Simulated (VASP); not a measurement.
# Mg2O (Cmmm) in VASP: relaxation of cell and atoms with PBE

Aim: the relaxation of cell and atoms of Mg2O with PBE.

All numbers are computed with VASP 6.6.1; they aren't measurements. Logs are shortened: lines on timing, memory, paths and dates and some standing lists are left out, and cuts for length are marked.

### Step 1. The cell of the first run

The structure is orthorhombic, space group Cmmm (No. 65). The conventional cell has a = 5.218 Å, b = 5.506 Å, c = 3.303 Å, α = 90.00°, β = 90.00°, γ = 90.00°. Within 3.0 Å of Mg (site symmetry 2mm) lie 2 O at 2.22 Å and 4 Mg at 2.24 to 2.98 Å. Within 2.9 Å of O (site symmetry mmm) lie 4 Mg at 2.22 Å.

The cell was generated, and may not be a known phase.

### Step 2. Relaxation of cell and atoms, PBE

Input file INCAR:

```
SYSTEM = Mg2O
PREC = Accurate
ENCUT = 840
EDIFF = 1E-7
ISMEAR = 0
SIGMA = 0.2
LREAL = .FALSE.
LASPH = .TRUE.
NELM = 120
ALGO = Normal
ISIF = 3
LWAVE = .FALSE.
LCHARG = .FALSE.
GGA = PE
IBRION = 2
NSW = 36
EDIFFG = -0.08
GGA_COMPAT = .FALSE.
NELMIN = 4
```

Input file KPOINTS:

```
Automatic mesh
0
G
  5 5 6
  0 0 0
```

Input file POSCAR:

```
Mg2O
1.0
    2.6091509200     -2.7527646900      0.0000000000
    2.6091509200      2.7527646900      0.0000000000
    0.0000000000      0.0000000000      3.3031906900
Mg O
2 1
Direct
    0.2855234700      0.2855234700      0.5000000000
    0.7144765300      0.7144765300      0.5000000000
    0.0000000000      0.0000000000      0.0000000000
```

Potentials or basis: VASP PAW PBE potentials, release 64 (Mg_sv, O).

Run with:

```
> cat potpaw_PBE.64/Mg_sv/POTCAR potpaw_PBE.64/O/POTCAR > POTCAR
> mpirun -np 1 vasp_std > vasp.out
```

OUTCAR:

```text
SYSTEM = Mg2O
   PREC = Accurate
   ENCUT = 840
   EDIFF = 1E-7
   ISMEAR = 0
   LREAL = .FALSE.
   LASPH = .TRUE.
   NELM = 120
   ISIF = 3
   GGA = PE
   IBRION = 2
   NSW = 36
   EDIFFG = -0.08
   NELMIN = 4

 ion  position               nearest neighbor table
   1  0.286  0.286  0.500-   2 2.24
   2  0.714  0.714  0.500-   1 2.24
   3  0.000  0.000  0.000-

  LATTYP: Found a base centered orthorhombic cell.
 ALAT       =     5.2183018400
 B/A-ratio  =     1.0550423392
 C/A-ratio  =     0.6330010780

  Lattice vectors:

 A1 = (   2.6091509200,  -2.7527646900,   0.0000000000)
 A2 = (   2.6091509200,   2.7527646900,   0.0000000000)
 A3 = (   0.0000000000,   0.0000000000,   3.3031906900)

Analysis of symmetry for initial positions (statically):
=====================================================================
 Subroutine PRICEL returns:
 Original cell was already a primitive cell.

 Routine SETGRP: Setting up the symmetry group for a
 base centered orthorhombic supercell.

 Subroutine GETGRP returns: Found  8 space group operations
 (whereof  8 operations were pure point group operations)
 out of a pool of  8 trial point group operations.

The static configuration has the point symmetry D_2h.

Analysis of symmetry for dynamics (positions and initial velocities):
=====================================================================
 Subroutine PRICEL returns:
 Original cell was already a primitive cell.

 Routine SETGRP: Setting up the symmetry group for a
 base centered orthorhombic supercell.

 Subroutine GETGRP returns: Found  8 space group operations
 (whereof  8 operations were pure point group operations)
 out of a pool of  8 trial point group operations.

The dynamic configuration has the point symmetry D_2h.

 Subroutine INISYM returns: Found  8 space group operations
 (whereof  8 operations are pure point group operations),
 and found     1 'primitive' translations

----------------------------------------------------------------------------------------

                                     Primitive cell

  volume of cell :      47.4495

  direct lattice vectors                    reciprocal lattice vectors
     2.609150920 -2.752764690  0.000000000     0.191633223 -0.181635576  0.000000000
     2.609150920  2.752764690  0.000000000     0.191633223  0.181635576  0.000000000
     0.000000000  0.000000000  3.303190690     0.000000000  0.000000000  0.302737593

  length of vectors
     3.792806607  3.792806607  3.303190690     0.264035556  0.264035556  0.302737593

  position of ions in fractional coordinates (direct lattice)
     0.285523470  0.285523470  0.500000000
     0.714476530  0.714476530  0.500000000
     0.000000000  0.000000000  0.000000000

  ion indices of the primitive-cell ions
   primitive index   ion index
                 1           1
                 2           2
                 3           3

----------------------------------------------------------------------------------------

 KPOINTS: Automatic mesh

Automatic generation of k-mesh.
 Grid dimensions read from file:
 generate k-points for:    5    5    6

 Generating k-lattice:

  Cartesian coordinates                     Fractional coordinates (reciprocal lattice)
     0.038326645 -0.036327115  0.000000000     0.200000000 -0.000000000  0.000000000
     0.038326645  0.036327115  0.000000000    -0.000000000  0.200000000  0.000000000
     0.000000000  0.000000000  0.050456266     0.000000000  0.000000000  0.166666667

  Length of vectors
     0.052807111  0.052807111  0.050456266

  Shift w.r.t. Gamma in fractional coordinates (k-lattice)
     0.000000000  0.000000000  0.000000000

 Subroutine IBZKPT returns following result:
 ===========================================

 Found     36 irreducible k-points:

 Following reciprocal coordinates:
            Coordinates               Weight
  0.000000  0.000000  0.000000      1.000000
  0.200000 -0.000000  0.000000      4.000000
  0.400000  0.000000  0.000000      4.000000
  0.200000  0.200000  0.000000      2.000000
  0.400000  0.200000  0.000000      4.000000
 -0.400000  0.200000  0.000000      4.000000
[... 16 lines left out ...]
  0.400000  0.200000  0.333333      8.000000
 -0.400000  0.200000  0.333333      8.000000
 [... further k-points ...]
   k-points           NKPTS =     36   k-points in BZ     NKDIM =     36   number of bands    NBANDS=     17
   number of dos      NEDOS =    301   number of ions     NIONS =      3
   total plane-waves  NPLWV =  41472
   dimension x,y,z NGX =    36 NGY =   36 NGZ =   32
   dimension x,y,z NGXF=    72 NGYF=   72 NGZF=   64
   ions per type =               2   1
   NGX,Y,Z   is equivalent  to a cutoff of  15.78, 15.78, 16.11 a.u.
   NGXF,Y,Z  is equivalent  to a cutoff of  31.56, 31.56, 32.21 a.u.
 SYSTEM =  Mg2O
   PREC   = accura    normal or accurate (medium, high low for compatibility)
   ISTART =      0    job   : 0-new  1-cont  2-samecut
   ICHARG =      2    charge: 1-file 2-atom 10-const
   ISPIN  =      1    spin polarized calculation?
   LNONCOLLINEAR =      F non collinear calculations
   LSORBIT =      F    spin-orbit coupling
   LASPH  =      T    aspherical Exc in radial PAW
   ENCUT  =  840.0 eV  61.74 Ry    7.86 a.u.   8.96  8.96  7.81*2*pi/ulx,y,z
   NELM   =    120;   NELMIN=  4; NELMDL= -5     # of ELM steps
   EDIFF  = 0.1E-06   stopping-criterion for ELM
   LREAL  =      F    real-space projection
   EDIFFG = -.8E-01   stopping-criterion for IOM
   NSW    =     36    number of steps for IOM
   IBRION =      2    ionic relax: 0-MD 1-quasi-New 2-CG
   NFREE  =      1    steps in history (QN), initial steepest desc. (CG)
   ISIF   =      3    stress and relaxation
   ISYM   =      2    0-nonsym 1-usesym 2-fastsym
   POTIM  = 0.5000    time-step for ionic-motion
   TEBEG  =    0.0;   TEEND  =   0.0 temperature during run
   PSTRESS=    0.0 pullay stress
   NELECT =      26.0000    total number of electrons
   NUPDOWN=      -1.0000    fix difference up-down
   EMIN   =  10.00;   EMAX   =-10.00  energy-range for DOS
   EFERMI =   0.00;   METHOD = LEGACY
   ISMEAR =     0;   SIGMA  =   0.20  broadening in eV -4-tet -1-fermi 0-gaus
   EFERMI_NEDOS =   21; number of points for ismear=-14 and -15
   IALGO  =     38    algorithm
   IMIX   =      4    mixing-type and parameters
     AMIX     =   0.40;   BMIX     =  1.00
     AMIX_MAG =   1.60;   BMIX_MAG =  1.00
  volume/ion in A,a.u.               =      15.82       106.74
  Fermi-wavevector in a.u.,A,eV,Ry     =   1.339642  2.531556 24.417556  1.794640
  Thomas-Fermi vector in A             =   2.468017
   LORBIT       =      0    0 simple, 1 ext, 2 COOP (PROOUT), +10 PAW based schemes
   GGA     = PE    functional components
   LHFCALC =     F    Hartree Fock is set to
   AEXX    =    0.0000 exact exchange contribution
   IVDW    =     0    specifies the selected vdW correction
   LEPSILON=     F    determine dielectric tensor
   LRPA    =     F    only Hartree local field effects (RPA)
 conjugate gradient relaxation of ions
 non-spin polarized calculation
 Gauss-broadening in eV      SIGMA  =   0.20
  energy-cutoff  :      840.00
  volume of cell :       47.45
 maximum number of plane-waves:      2653
   NGX = 17   NGY = 17   NGZ = 15

--------------------------------------- Ionic step        1  -------------------------------------------

 number of electron      26.0000027 magnetization

 Free energy of the ion-electron system (eV)
  ---------------------------------------------------
  ext. energy  EPLUGINS =         0.00000000
  ---------------------------------------------------
  free energy    TOTEN  =        -9.73811359 eV

  energy without entropy =       -9.73516709  energy(sigma->0) =       -9.73664034

------------------------ aborting loop because EDIFF is reached ----------------------------------------

  FORCE on cell =-STRESS in cart. coord.  units (eV):
  Direction    XX          YY          ZZ          XY          YZ          ZX
  --------------------------------------------------------------------------------------
  -------------------------------------------------------------------------------------
  Total        5.3696162      4.6116215     -5.2158289     -0.0000000      0.0000000      0.0000000
  in kB      181.3100579    155.7156642   -176.1172882     -0.0000000      0.0000000      0.0000000
  external PRESSURE =      53.6361446 kB  Pullay stress =       0.0000000 kB
[... 281 lines left out ...]
  energy  without entropy=      -11.7046436045  energy(sigma->0) =      -11.71622846

--------------------------------------- Ionic step        9  -------------------------------------------

 number of electron      26.0000040 magnetization

 Free energy of the ion-electron system (eV)
  ---------------------------------------------------
  ext. energy  EPLUGINS =         0.00000000
  ---------------------------------------------------
  free energy    TOTEN  =       -11.74045863 eV

  energy without entropy =      -11.71946173  energy(sigma->0) =      -11.72996018

 E-fermi :   2.1998     XC(G=0):  -8.3420

 val. band max:        2.1822490399   @ k =   0.0000   0.0000   0.5000
 cond. band min:       2.2100450447   @ k =   0.2000  -0.0000   0.5000
 fundamental gap:      0.0277960048
 Fermi energy:         2.1997878782

 k-point     1 :       0.0000    0.0000    0.0000
  band No.  band energies     occupation
      1     -73.9339      2.00000
      2     -73.9244      2.00000
      3     -40.7658      2.00000
      4     -40.7609      2.00000
      5     -40.6949      2.00000
      6     -40.6522      2.00000
[... 9 lines left out ...]
     16       5.6745      0.00000
     17       7.0924      0.00000
[... 443 lines left out ...]
      1     -73.9298      2.00000
      2     -73.9249      2.00000
      3     -40.7640      2.00000
      4     -40.7576      2.00000
      5     -40.6917      2.00000
      6     -40.6815      2.00000
[... 9 lines left out ...]
     16       6.4657      0.00000
     17       8.9148      0.00000

 [... further k-points ...]
[... 5 lines left out ...]
  --------------------------------------------------------------------------------------
  -------------------------------------------------------------------------------------
  Total        0.0147389     -0.0316295      0.1682030      0.0000000      0.0000000      0.0000000
  in kB        0.3954178     -0.8485614      4.5125757      0.0000000      0.0000000      0.0000000
  external PRESSURE =       1.3531440 kB  Pullay stress =       0.0000000 kB
[... 18 lines left out ...]
  FREE ENERGIE OF THE ION-ELECTRON SYSTEM (eV)
  ---------------------------------------------------
  free  energy   TOTEN  =       -11.7404586251 eV

  energy  without entropy=      -11.7194617337  energy(sigma->0) =      -11.72996018

 reached required accuracy - stopping structural energy minimisation
```

It took 4.8 min on 1 thread of Intel Xeon Platinum 8259CL at 2.50GHz (Skylake/Cascade Lake), shared host; peak memory 0.22 GiB.

Results:

| Property | Result |
| --- | --- |
| Free energy | -11.7405 eV |
| Relaxed volume | 19.91 Å³/atom |
| Relaxed cell | a = 4.593 Å, b = 4.593 Å, c = 2.921 Å, α = 90.00°, β = 90.00°, γ = 104.30° |
| Space group after relaxing (to 0.1 Å) | Cmmm (No. 65) |
| Energy gained by relaxing | 667.4 meV/atom |
| Ionic steps | 9 |
| Pressure after relaxing | 0.1 GPa |
| Largest force after relaxing | 0.051 eV/Å |
| Band gap on the k mesh | zero (bands 13 and 14 overlap by 1.65 eV) |

Forces on the atoms (eV/Å):
```
Mg  -0.051  0.000  0.000
Mg   0.051  0.000  0.000
O    0.000  0.000  0.000
```

Stress tensor (GPa, compression positive):
```
 0.04  0.00  0.00
 0.00 -0.08  0.00
 0.00  0.00  0.45
```

The path:
```tsv
step	energy change (eV)	largest force (eV/Å)	pressure (GPa)	volume (Å³)
1	0.0000	4.9136	5.36	47.45
2	-1.6761	0.1553	2.00	50.73
3	-1.6912	0.2334	2.96	51.11
4	-1.8501	0.4403	1.93	53.70
5	-1.9308	0.6951	1.50	56.79
6	-1.9372	0.7982	1.46	57.98
7	-1.9781	0.3756	-2.46	61.93
8	-1.9897	0.0261	-1.30	60.65
9	-2.0023	0.0507	0.14	59.72
```

Final structure:
```yaml
crystal:
  lattice:
    - [2.81828, -3.62690, 0.00000]
    - [2.81828, 3.62690, 0.00000]
    - [0.00000, 0.00000, 2.92126]
  atoms:
    - { symbol: Mg, position: [0.24169, 0.24169, 0.50000] }
    - { symbol: Mg, position: [0.75831, 0.75831, 0.50000] }
    - { symbol: O, position: [0.00000, 0.00000, 0.00000] }
```

Caveat: the volume moved by over 15 % at a fixed basis, so the end points are rough; the relaxation stopped at a loose force limit of 0.08 eV/Å, so its end isn't a converged minimum.

The gap in the log of VASP goes by the Fermi energy; the results here count the filled bands.